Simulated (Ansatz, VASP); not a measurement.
## B3C in VASP and in Ansatz

Contents of INCAR:

```
  ALGO = Normal
  EDIFF = 1E-6
  ENCUT = 600
  GGA = PE
  GGA_COMPAT = F
  ISIF = 2
  ISMEAR = 0
  LASPH = T
  LCHARG = F
  LREAL = F
  LWAVE = F
  NBANDS = 14
  NELM = 120
  PREC = Accurate
  SIGMA = 0.1
```

KPOINTS

```
k-points
0
Gamma
  6 6 4
```

Contents of POSCAR:

```
B3C
1.0
    2.6681787548      0.0000000000      0.0000000000
    0.0000000000      2.6681787548      0.0000000000
    0.0000000000      0.0000000000      4.2515671774
B C
3 1
Direct
    0.5000000000      0.5000000000      0.5000000000
    0.5000000000      0.0000000000      0.8083835314
    0.0000000000      0.5000000000      0.1916164686
    0.0000000000      0.0000000000      0.0000000000
```

Input for Ansatz:

```yaml
crystal:
  lattice:
    - [2.6681787548, 0.0, 0.0]
    - [0.0, 2.6681787548, 0.0]
    - [0.0, 0.0, 4.2515671774]
  atoms:
    - { symbol: B, position: [0.5, 0.5, 0.5] }
    - { symbol: B, position: [0.5, 0.0, 0.8083835314] }
    - { symbol: B, position: [0.0, 0.5, 0.1916164686] }
    - { symbol: C, position: [0.0, 0.0, 0.0] }
basis:
  ecutwfc: 420
kpoints:
  mp_grid: { grid: [6, 6, 4] }
hamiltonian:
  xc: pbe
scf:
  occupations: { method: gaussian, width: 0.1 }
  lower_state_search: "off"
output:
  forces: true
  stress: true
  eigenvalues: true
```

Alike in both runs: task single point; functional PBE; k mesh 6 × 6 × 4; occupations gaussian, width 0.1 eV; no spin polarisation.

```csv
,VASP,Ansatz
version,VASP 6.6.1,Ansatz 0.2.0
potentials or method,"VASP PAW PBE potentials, release 64 (B, C), cutoff 600 eV","scalar-relativistic, plane waves, PAW"
valence electrons in the cell,13,13
```

```csv
,VASP,Ansatz,Ansatz less VASP
gap on the k mesh at the Fermi level (eV),none,none,-
pressure (GPa),0.0,0.0,-0.01
"traceless stress, the component that is largest in VASP (GPa)",-2.41,-2.37,+0.042
rms of the force components (eV/Å),0.057,0.051,-0.0059
```

Atom by atom the forces differ by 0.006 eV/Å (rms over components). A gap of «none» marks a metal or a gap that the smearing closes. The functional is the same, so the differences come from potentials, cutoffs and numerics.

The k mesh is coarse, so the values compare programs but aren't converged.
